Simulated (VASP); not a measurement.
Si: single point with r2SCAN

Si:

```xyz
2
Lattice="0.0000 2.7221 2.7221 2.7221 0.0000 2.7221 2.7221 2.7221 0.0000" Properties=species:S:1:pos:R:3 pbc="T T T"
Si    2.6922    2.7365    2.6871
Si    4.1130    4.0687    4.1181
```

This cell differs from its parent crystal: atoms moved at random.

```
Program             : VASP 6.6.1
Task                : single point
Functional          : r2SCAN
Potentials or basis : VASP PAW PBE potentials, release 64 (Si)
Cutoff              : 520 eV
k mesh              : 8 × 8 × 8
Occupations         : gaussian, width 0.05 eV
Spin                : no spin polarisation
```

```yaml
Pressure: 0.1 GPa
Largest_force: 1.477 eV/Å
Band_gap_on_the_k_mesh: 0.33 eV, indirect (least direct gap 2.09 eV)
```

Forces in eV/Å, atoms in the order of the input:
```
Si   0.902 -0.553  1.030
Si  -0.902  0.553 -1.030
```

Stress tensor (GPa, compression positive):
```
 0.11 -2.77  1.44
-2.77  0.29 -2.42
 1.44 -2.42  0.02
```

Levels at points of the mesh, in eV from the valence-band top:
| k point | band 1 | band 2 | band 3 | band 4 | band 5 | band 6 | band 7 | band 8 |
| --- | --- | --- | --- | --- | --- | --- | --- | --- |
| (0.00, 0.00, 0.00) | -12.89 | -0.95 | -0.25 | 0.00 | 2.09 | 2.22 | 2.68 | 3.47 |
| (0.50, 0.00, 0.00) | -10.49 | -7.59 | -1.99 | -1.36 | 1.41 | 2.78 | 3.53 | 7.87 |
| (0.00, 0.50, 0.00) | -10.26 | -8.06 | -1.68 | -1.49 | 1.55 | 3.22 | 3.44 | 8.05 |
| (0.00, 0.00, 0.50) | -10.52 | -7.54 | -2.00 | -1.38 | 1.40 | 2.77 | 3.51 | 7.86 |
| (0.50, 0.50, 0.50) | -10.58 | -7.40 | -1.99 | -1.48 | 1.37 | 2.77 | 3.39 | 7.81 |
| (0.50, 0.50, 0.00) | -8.79 | -8.31 | -3.52 | -3.28 | 0.33 | 0.70 | 10.35 | 10.47 |
| (0.00, 0.50, 0.50) | -8.76 | -8.35 | -3.49 | -3.30 | 0.35 | 0.67 | 10.37 | 10.47 |
| (0.50, 0.00, 0.50) | -8.68 | -8.44 | -3.42 | -3.35 | 0.42 | 0.60 | 10.39 | 10.47 |

It took 2.9 min on 1 thread of Intel(R) Xeon(R) 6975P-C (Granite Rapids) (shared host), peak memory 0.23 GiB.

Caveat: the cell differs from its parent crystal (atoms moved at random); the PAW data sets were made with another functional, which shifts forces and pressure a little. A k mesh can miss the band edges.
